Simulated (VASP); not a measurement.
**C19O: single point with PBE**

System: C19O, a slab with vacuum.

```
C O
1.0
     7.39800    0.00000    0.00000
    -3.69900    6.40686    0.00000
     0.00000    0.00000   12.00000
C O
19 1
Direct
  0.03288 0.03349 0.06038
  0.25575 0.14388 0.06177
  0.04017 0.35963 0.09912
  0.26220 0.47921 0.07079
  0.03477 0.70664 0.07079
  0.25497 0.81121 0.06734
  0.36581 0.03385 0.06289
  0.58845 0.14468 0.06751
  0.36619 0.36675 0.06031
  0.58905 0.47732 0.06038
  0.36676 0.69941 0.06734
  0.58940 0.81025 0.06289
  0.70023 0.03290 0.06751
  0.92042 0.13750 0.07101
  0.69306 0.36487 0.07101
  0.91518 0.48462 0.09912
  0.69944 0.70019 0.06177
  0.92230 0.81064 0.06031
  0.97839 0.42283 0.20264
  0.98013 0.42458 0.30260
```

```json
{
 "Program": "VASP 6.6.1",
 "Task": "single point",
 "Functional": "PBE",
 "Potentials or basis": "VASP PAW PBE potentials, release 64 (C, O)",
 "Cutoff": "520 eV",
 "k mesh": "2 × 2 × 1",
 "Occupations": "gaussian, width 0.02 eV",
 "Spin": "no spin polarisation",
 "Dipole correction": "no",
 "Further INCAR settings": "LREAL = Auto; ALGO = Normal; EDIFF = 1e-07; NBANDS = 57"
}
```

```yaml
Largest_force: 0.520 eV/Å
Band_gap_on_the_k_mesh: 0.16 eV
```

Forces on the atoms (eV/Å):
```
C    0.002 -0.006  0.000
C   -0.005 -0.001 -0.005
C    0.012 -0.003 -0.001
C   -0.015 -0.002  0.001
C    0.006 -0.014  0.001
C    0.007  0.001 -0.005
C    0.012 -0.007  0.000
C   -0.008 -0.006 -0.005
C    0.007  0.000 -0.003
C   -0.007 -0.001  0.000
C   -0.002  0.006 -0.005
C   -0.012  0.007  0.000
C   -0.002 -0.010 -0.005
C    0.005  0.020 -0.001
C    0.015  0.014 -0.001
C   -0.009  0.009 -0.001
C    0.002 -0.005 -0.005
C   -0.003  0.006 -0.003
C   -0.004 -0.006 -0.485
O   -0.001 -0.002  0.520
```

Levels at points of the mesh, in eV from the valence-band top:
| k point | band 38 | band 39 | band 40 | band 41 | band 42 | band 43 | band 44 | band 45 |
| --- | --- | --- | --- | --- | --- | --- | --- | --- |
| (0.00, 0.00, 0.00) | -2.94 | -1.60 | -0.82 | 0.00 | 0.16 | 1.63 | 1.70 | 3.36 |
| (0.50, 0.00, 0.00) | -2.56 | -2.51 | -2.36 | -0.59 | 1.21 | 1.53 | 2.42 | 2.64 |
| (0.50, 0.50, 0.00) | -2.56 | -2.51 | -2.31 | -0.09 | 0.74 | 1.55 | 2.18 | 2.55 |

Wall time 2.8 min on 1 thread of Intel(R) Xeon(R) 6975P-C (Granite Rapids) (shared host), peak memory 0.56 GiB.

Caveat: the k points lie up to 0.49 Å⁻¹ apart.
